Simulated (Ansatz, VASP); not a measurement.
**One calculation of Fe, two programs**

```xyz
1
Lattice="0.0000 1.9417 1.9651 1.4984 0.0000 1.9651 1.4984 1.9417 0.0000" Properties=species:S:1:pos:R:3 pbc="T T T"
Fe    0.0000    0.0000    0.0000
```

Alike in both runs: task electric field gradients; functional LDA; k mesh 16 × 16 × 16; occupations fermi-dirac, width 0.05 eV; collinear spin.

|  | VASP | Ansatz |
| --- | --- | --- |
| version | VASP 6.6.1 | Ansatz 0.2.0 |
| potentials or method | VASP PAW LDA potentials, release 64 (Fe), cutoff 520 eV | all-electron PAW with datasets made for the crystal, scalar-relativistic |

Ansatz gave:

| Quantity | Value |
| --- | --- |
| pressure (GPa) | -18.1 |
| traceless stress, the component that is largest in VASP (GPa) | -5.50 |
| net moment per atom (μB) | 2.18 |
| size of the moment on the site where the two differ most (μB) | 2.19 |
| size of Vzz on the site where it differs most (V/Å²) | 8.8 |

Question: What did VASP give for the same quantities?

Answer: Pressure (GPa): -18.8; traceless stress, the component that is largest in VASP (GPa): -5.63; net moment per atom (μB): 2.14; size of the moment on the site where the two differ most (μB): 2.11; size of Vzz on the site where it differs most (V/Å²): 8.4.

LDA's correlation is that of Perdew and Zunger in VASP and of Perdew and Wang (1992) in Ansatz. Site moments also hang on the region over which each program counts them. Ansatz ran all-electron here, and VASP with PAW potentials. Ansatz's warnings: band levels unverified, printed levels off.
